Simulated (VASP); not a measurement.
# ScGa3P2 (P6/mmm) in VASP: notebook

ScGa3P2 is run at these levels: PBE; tasks: single point, relaxation of cell and atoms.

Program: VASP 6.6.1. These are calculated values, not measurements. Logs are shortened: lines on timing, memory, paths and dates and some standing lists are left out, and cuts for length are marked.

## (1) The cell of the first run

Symmetry: P6/mmm, No. 191, hexagonal system. Conventional cell: a = 5.144 Å, b = 5.144 Å, c = 4.717 Å, α = 90.00°, β = 90.00°, γ = 120.00°. Sc (site symmetry 6/mmm) has 6 P at 2.97 Å and 12 Ga at 3.49 Å within 3.9 Å. Ga (site symmetry mmm) has 4 Ga at 2.57 Å and 4 P at 2.79 Å and 4 Sc at 3.49 Å within 3.5 Å. P (site symmetry -6m2) has 6 Ga at 2.79 Å and 3 Sc at 2.97 Å and 3 P at 2.97 Å within 3.7 Å.

The cell was generated, and may not be a known phase.

## (2) Single point, PBE

Contents of INCAR:

```
SYSTEM = ScGa3P2
PREC     = Accurate       ! precision mode
ENCUT    = 520            ! plane-wave cutoff, eV
EDIFF    = 1E-7           ! SCF threshold, eV
ISMEAR   = 0              ! smearing method
SIGMA    = 0.1            ! smearing width, eV
LREAL    = .False.        ! projectors in reciprocal space
LASPH    = .True.         ! aspherical terms in the spheres
NELM     = 100            ! most SCF steps
ALGO     = Fast           ! electronic algorithm
ISIF     = 2              ! what is computed and relaxed
LWAVE    = .False.        ! write WAVECAR
LCHARG   = .False.        ! write CHGCAR
GGA      = PE             ! functional
NBANDS   = 39             ! bands
```

Contents of KPOINTS:

```
regular mesh
0
Gamma
  3 3 6
  0 0 0
```

Contents of POSCAR:

```
ScGa3P2
1.0
    5.1441286976      0.0000000000      0.0000000000
   -2.5720643488      4.4549461325      0.0000000000
    0.0000000000      0.0000000000      4.7174593892
Sc Ga P
1 3 2
Direct
    0.0000000000      0.0000000000      0.0000000000
    0.5000000000      0.0000000000      0.5000000000
    0.0000000000      0.5000000000      0.5000000000
    0.5000000000      0.5000000000      0.5000000000
    0.6666666667      0.3333333333      0.0000000000
    0.3333333333      0.6666666667      0.0000000000
```

Potentials or basis: VASP PAW PBE potentials, release 64 (Sc_sv, Ga_d, P).

Command:

```
cat potpaw_PBE.64/Sc_sv/POTCAR potpaw_PBE.64/Ga_d/POTCAR potpaw_PBE.64/P/POTCAR > POTCAR
mpirun -np 1 vasp_std > vasp.out
```

OUTCAR:

```text
SYSTEM = ScGa3P2
   PREC = Accurate
   ENCUT = 520
   EDIFF = 1E-7
   ISMEAR = 0
   LREAL = .False.
   LASPH = .True.
   NELM = 100
   ISIF = 2
   GGA = PE

 ion  position               nearest neighbor table
   1  0.000  0.000  0.000-   5 2.97   6 2.97   5 2.97   6 2.97   5 2.97   6 2.97
   2  0.500  0.000  0.500-   3 2.57   4 2.57   4 2.57   3 2.57   5 2.79   6 2.79   5 2.79   6 2.79

   3  0.000  0.500  0.500-   4 2.57   4 2.57   2 2.57   2 2.57   5 2.79   6 2.79   5 2.79   6 2.79

   4  0.500  0.500  0.500-   3 2.57   3 2.57   2 2.57   2 2.57   5 2.79   6 2.79   5 2.79   6 2.79

   5  0.667  0.333  0.000-   3 2.79   3 2.79   2 2.79   2 2.79   4 2.79   4 2.79   1 2.97   1 2.97
                             1 2.97
   6  0.333  0.667  0.000-   3 2.79   3 2.79   2 2.79   2 2.79   4 2.79   4 2.79   1 2.97   1 2.97
                             1 2.97

  LATTYP: Found a hexagonal cell.
 ALAT       =     5.1441286976
 C/A-ratio  =     0.9170570307

  Lattice vectors:

 A1 = (   5.1441286976,   0.0000000000,   0.0000000000)
 A2 = (  -2.5720643488,   4.4549461325,   0.0000000000)
 A3 = (   0.0000000000,   0.0000000000,   4.7174593892)

Analysis of symmetry for initial positions (statically):
=====================================================================
 Subroutine PRICEL returns:
 Original cell was already a primitive cell.

 Routine SETGRP: Setting up the symmetry group for a
 hexagonal supercell.

 Subroutine GETGRP returns: Found 24 space group operations
 (whereof 24 operations were pure point group operations)
 out of a pool of 24 trial point group operations.

The static configuration has the point symmetry D_6h.

Analysis of symmetry for dynamics (positions and initial velocities):
=====================================================================
 Subroutine PRICEL returns:
 Original cell was already a primitive cell.

 Routine SETGRP: Setting up the symmetry group for a
 hexagonal supercell.

 Subroutine GETGRP returns: Found 24 space group operations
 (whereof 24 operations were pure point group operations)
 out of a pool of 24 trial point group operations.

The dynamic configuration has the point symmetry D_6h.

 Subroutine INISYM returns: Found 24 space group operations
 (whereof 24 operations are pure point group operations),
 and found     1 'primitive' translations

----------------------------------------------------------------------------------------

                                     Primitive cell

  volume of cell :     108.1091

  direct lattice vectors                    reciprocal lattice vectors
     5.144128698  0.000000000  0.000000000     0.194396381  0.112234803  0.000000000
    -2.572064349  4.454946132  0.000000000     0.000000000  0.224469605  0.000000000
     0.000000000  0.000000000  4.717459389     0.000000000  0.000000000  0.211978507

  length of vectors
     5.144128698  5.144128698  4.717459389     0.224469605  0.224469605  0.211978507

  position of ions in fractional coordinates (direct lattice)
     0.000000000  0.000000000  0.000000000
     0.500000000  0.000000000  0.500000000
     0.000000000  0.500000000  0.500000000
     0.500000000  0.500000000  0.500000000
     0.666666667  0.333333333  0.000000000
     0.333333333  0.666666667  0.000000000

  ion indices of the primitive-cell ions
   primitive index   ion index
                 1           1
                 2           2
                 3           3
                 4           4
                 5           5
                 6           6

----------------------------------------------------------------------------------------

 KPOINTS: regular mesh

Automatic generation of k-mesh.
 Grid dimensions read from file:
 generate k-points for:    3    3    6

 Generating k-lattice:

  Cartesian coordinates                     Fractional coordinates (reciprocal lattice)
     0.064798794  0.037411601  0.000000000     0.333333333  0.000000000  0.000000000
     0.000000000  0.074823202  0.000000000     0.000000000  0.333333333  0.000000000
     0.000000000  0.000000000  0.035329751     0.000000000  0.000000000  0.166666667

  Length of vectors
     0.074823202  0.074823202  0.035329751

  Shift w.r.t. Gamma in fractional coordinates (k-lattice)
     0.000000000  0.000000000  0.000000000

 Subroutine IBZKPT returns following result:
 ===========================================

 Found     12 irreducible k-points:

 Following reciprocal coordinates:
            Coordinates               Weight
  0.000000  0.000000  0.000000      1.000000
  0.333333 -0.000000  0.000000      6.000000
  0.333333  0.333333  0.000000      2.000000
  0.000000  0.000000  0.166667      2.000000
  0.333333 -0.000000  0.166667     12.000000
  0.333333  0.333333  0.166667      4.000000
  0.000000  0.000000  0.333333      2.000000
  0.333333 -0.000000  0.333333     12.000000
  0.333333  0.333333  0.333333      4.000000
  0.000000  0.000000  0.500000      1.000000
  0.333333 -0.000000  0.500000      6.000000
  0.333333  0.333333  0.500000      2.000000
   k-points           NKPTS =     12   k-points in BZ     NKDIM =     12   number of bands    NBANDS=     39
   number of dos      NEDOS =    301   number of ions     NIONS =      6
   total plane-waves  NPLWV =  57600
   dimension x,y,z NGX =    40 NGY =   40 NGZ =   36
   dimension x,y,z NGXF=    80 NGYF=   80 NGZF=   72
   ions per type =               1   3   2
   NGX,Y,Z   is equivalent  to a cutoff of  12.93, 12.93, 12.69 a.u.
   NGXF,Y,Z  is equivalent  to a cutoff of  25.85, 25.85, 25.37 a.u.
 SYSTEM =  ScGa3P2
   PREC   = accura    normal or accurate (medium, high low for compatibility)
   ISTART =      0    job   : 0-new  1-cont  2-samecut
   ICHARG =      2    charge: 1-file 2-atom 10-const
   ISPIN  =      1    spin polarized calculation?
   LNONCOLLINEAR =      F non collinear calculations
   LSORBIT =      F    spin-orbit coupling
   LASPH  =      T    aspherical Exc in radial PAW
   ENCUT  =  520.0 eV  38.22 Ry    6.18 a.u.   9.56  9.56  8.77*2*pi/ulx,y,z
   NELM   =    100;   NELMIN=  2; NELMDL= -5     # of ELM steps
   EDIFF  = 0.1E-06   stopping-criterion for ELM
   LREAL  =      F    real-space projection
   EDIFFG = 0.1E-05   stopping-criterion for IOM
   NSW    =      0    number of steps for IOM
   IBRION =     -1    ionic relax: 0-MD 1-quasi-New 2-CG
   NFREE  =      0    steps in history (QN), initial steepest desc. (CG)
   ISIF   =      2    stress and relaxation
   ISYM   =      2    0-nonsym 1-usesym 2-fastsym
   POTIM  = 0.5000    time-step for ionic-motion
   TEBEG  =    0.0;   TEEND  =   0.0 temperature during run
   PSTRESS=    0.0 pullay stress
   NELECT =      60.0000    total number of electrons
   NUPDOWN=      -1.0000    fix difference up-down
   EMIN   =  10.00;   EMAX   =-10.00  energy-range for DOS
   EFERMI =   0.00;   METHOD = LEGACY
   ISMEAR =     0;   SIGMA  =   0.10  broadening in eV -4-tet -1-fermi 0-gaus
   EFERMI_NEDOS =   21; number of points for ismear=-14 and -15
   IALGO  =     68    algorithm
   IMIX   =      4    mixing-type and parameters
     AMIX     =   0.40;   BMIX     =  1.00
     AMIX_MAG =   1.60;   BMIX_MAG =  1.00
  volume/ion in A,a.u.               =      18.02       121.59
  Fermi-wavevector in a.u.,A,eV,Ry     =   1.345358  2.542357 24.626372  1.809987
  Thomas-Fermi vector in A             =   2.473277
   LORBIT       =      0    0 simple, 1 ext, 2 COOP (PROOUT), +10 PAW based schemes
   GGA     = PE    functional components
   LHFCALC =     F    Hartree Fock is set to
   AEXX    =    0.0000 exact exchange contribution
   IVDW    =     0    specifies the selected vdW correction
   LEPSILON=     F    determine dielectric tensor
   LRPA    =     F    only Hartree local field effects (RPA)
 non-spin polarized calculation
 RMM-DIIS sequential band-by-band and
 Gauss-broadening in eV      SIGMA  =   0.10
  energy-cutoff  :      520.00
  volume of cell :      108.11
 maximum number of plane-waves:      2946
 NGX is ok and might be reduce to    40
   NGX = 19   NGY = 19   NGZ = 17

 number of electron      59.9999989 magnetization

 Free energy of the ion-electron system (eV)
  ---------------------------------------------------
  ext. energy  EPLUGINS =         0.00000000
  ---------------------------------------------------
  free energy    TOTEN  =       -26.12484479 eV

  energy without entropy =      -26.11329283  energy(sigma->0) =      -26.11906881

 E-fermi :   6.5290     XC(G=0): -10.8966

 val. band max:        6.5225547437   @ k =   0.3333   0.3333   0.3333
 cond. band min:       6.6787596752   @ k =   0.3333   0.3333   0.3333
 fundamental gap:      0.1562049314
 Fermi energy:         6.5289628278

 k-point     1 :       0.0000    0.0000    0.0000
  band No.  band energies     occupation
      1     -43.8443      2.00000
      2     -22.6563      2.00000
      3     -22.3380      2.00000
      4     -22.3380      2.00000
      5      -9.1795      2.00000
      6      -8.9793      2.00000
[... 31 lines left out ...]
     38       8.6763      0.00000
     39       8.9842      0.00000

 k-point     2 :       0.3333   -0.0000    0.0000
  band No.  band energies     occupation
      1     -43.8443      2.00000
      2     -22.6562      2.00000
      3     -22.3409      2.00000
      4     -22.3386      2.00000
      5      -9.0508      2.00000
      6      -8.9211      2.00000
[... 31 lines left out ...]
     38       9.9433      0.00000
     39      10.1881      0.00000

 k-point     3 :       0.3333    0.3333    0.0000
  band No.  band energies     occupation
      1     -43.8443      2.00000
      2     -22.6561      2.00000
      3     -22.3406      2.00000
      4     -22.3406      2.00000
      5      -8.8839      2.00000
      6      -8.8492      2.00000
[... 328 lines left out ...]
 k-point    11 :       0.3333   -0.0000    0.5000
  band No.  band energies     occupation
      1     -43.8442      2.00000
      2     -22.6595      2.00000
      3     -22.3405      2.00000
      4     -22.3383      2.00000
      5      -9.0499      2.00000
      6      -8.9201      2.00000
[... 31 lines left out ...]
     38       9.9443      0.00000
     39       9.9473      0.00000

 k-point    12 :       0.3333    0.3333    0.5000
  band No.  band energies     occupation
      1     -43.8442      2.00000
      2     -22.6593      2.00000
      3     -22.3402      2.00000
      4     -22.3402      2.00000
      5      -8.8834      2.00000
      6      -8.8475      2.00000
[... 31 lines left out ...]
     38      10.4823      0.00000
     39      10.6112      0.00000

------------------------ aborting loop because EDIFF is reached ----------------------------------------

  FORCE on cell =-STRESS in cart. coord.  units (eV):
  Direction    XX          YY          ZZ          XY          YZ          ZX
  --------------------------------------------------------------------------------------
  -------------------------------------------------------------------------------------
  Total        0.2481571      0.2481571      0.1388899      0.0000000     -0.0000000      0.0000000
  in kB        3.6776881      3.6776881      2.0583478      0.0000000     -0.0000000      0.0000000
  external PRESSURE =       3.1379080 kB  Pullay stress =       0.0000000 kB

 VOLUME and BASIS-vectors are now :
 -----------------------------------------------------------------------------
  energy-cutoff  :      520.00
  volume of cell :      108.11
      direct lattice vectors                 reciprocal lattice vectors
     5.144128698  0.000000000  0.000000000     0.194396381  0.112234803  0.000000000
    -2.572064349  4.454946132  0.000000000     0.000000000  0.224469605  0.000000000
     0.000000000  0.000000000  4.717459389     0.000000000  0.000000000  0.211978507

 POSITION                                       TOTAL-FORCE (eV/Angst)
 -----------------------------------------------------------------------------------
      0.00000      0.00000      0.00000         0.000000      0.000000     -0.000000
      2.57206      0.00000      2.35873         0.000000      0.000000     -0.000000
     -1.28603      2.22747      2.35873         0.000000      0.000000     -0.000000
      1.28603      2.22747      2.35873         0.000000      0.000000     -0.000000
      2.57206      1.48498      0.00000        -0.000000      0.000000      0.000000
     -0.00000      2.96996      0.00000         0.000000      0.000000     -0.000000
 -----------------------------------------------------------------------------------
    total drift:                               -0.000000      0.000000     -0.000000

  FREE ENERGIE OF THE ION-ELECTRON SYSTEM (eV)
  ---------------------------------------------------
  free  energy   TOTEN  =       -26.1248447920 eV

  energy  without entropy=      -26.1132928260  energy(sigma->0) =      -26.11906881
```

Wall time 2.5 min (1 thread of Oxide Virtual Turin-like, shared host); peak memory 0.22 GiB.

Results:

```
Free energy            : -26.1248 eV
Pressure               : 0.3 GPa
Band gap on the k mesh : zero (bands 30 and 31 overlap by 2.13 eV)
```

Stress tensor (GPa, compression positive):
```
0.37 0.00 0.00
0.00 0.37 0.00
0.00 0.00 0.21
```

Levels at points of the mesh, in eV from the Fermi level:
| k point | band 26 | band 27 | band 28 | band 29 | band 30 | band 31 | band 32 | band 33 |
| --- | --- | --- | --- | --- | --- | --- | --- | --- |
| (0.00, 0.00, 0.00) | -2.72 | -2.72 | -2.03 | -1.07 | 0.29 | 0.29 | 0.44 | 0.88 |
| (0.00, 0.00, 0.50) | -2.81 | -2.81 | -1.99 | -1.99 | -0.87 | -0.87 | 0.59 | 0.65 |

Caveat: the k points lie up to 0.47 Å⁻¹ apart, too coarse for converged energies and pressures of a metal.

## (3) Single point, PBE

This run uses another cell than the first one, of 18.18 Å³/atom.

Contents of INCAR:

```
SYSTEM = ScGa3P2
ALGO     = Fast           ! electronic algorithm
EDIFF    = 1E-7           ! SCF threshold, eV
ENCUT    = 520            ! plane-wave cutoff, eV
GGA      = PE             ! functional
ISIF     = 2              ! what is computed and relaxed
ISMEAR   = 0              ! smearing method
LASPH    = .True.         ! aspherical terms in the spheres
LCHARG   = .True.         ! write CHGCAR
LELF     = .True.         ! ELF
LREAL    = .False.        ! projectors in reciprocal space
LVHAR    = .True.       
LWAVE    = .False.        ! write WAVECAR
NBANDS   = 39             ! bands
NELM     = 60             ! most SCF steps
PREC     = Accurate       ! precision mode
SIGMA    = 0.1            ! smearing width, eV
```

Contents of KPOINTS:

```
k-points
0
Gamma
  3 3 6
  0 0 0
```

Contents of POSCAR:

```
ScGa3P2
1.0
    6.0152657800      0.0000000000      0.0000000000
   -3.0076328900      5.2093729700      0.0000000000
    0.0000000000      0.0000000000      3.4815933000
Sc Ga P
1 3 2
Direct
    0.0000000000      0.0000000000      0.0000000000
    0.5000000000      0.0000000000      0.5000000000
    0.0000000000      0.5000000000      0.5000000000
    0.5000000000      0.5000000000      0.5000000000
    0.6666666700      0.3333333300      0.0000000000
    0.3333333300      0.6666666700      0.0000000000
```

Potentials or basis: VASP PAW PBE potentials, release 64 (Sc_sv, Ga_d, P).

Command:

```
cat potpaw_PBE.64/Sc_sv/POTCAR potpaw_PBE.64/Ga_d/POTCAR potpaw_PBE.64/P/POTCAR > POTCAR
mpirun -np 1 vasp_std > vasp.out
```

Run time: 2.5 min. Hardware: 1 thread of Oxide Virtual Turin-like, shared host; peak memory 0.22 GiB.

It converged, with:

```
Free energy            : -24.7944 eV
Pressure               : 5.9 GPa
Band gap on the k mesh : zero (bands 30 and 31 overlap by 2.48 eV)
```

Stress tensor (GPa, compression positive):
```
 3.57  0.00  0.00
 0.00  3.57  0.00
 0.00  0.00 10.60
```

Levels at points of the mesh, in eV from the Fermi level:
```
           k point  band 28  band 29  band 30  band 31  band 32  band 33
(0.00, 0.00, 0.00)    -0.50     0.46     0.80     1.27     1.28     1.56
(0.00, 0.00, 0.50)    -2.14    -2.14    -1.69    -1.69     0.96     0.99
```

Caveat: the k points lie up to 0.40 Å⁻¹ apart, too coarse for converged energies and pressures of a metal.

[end of part 1 of 2]

The gap in the log of VASP goes by the Fermi energy; the results here count the filled bands.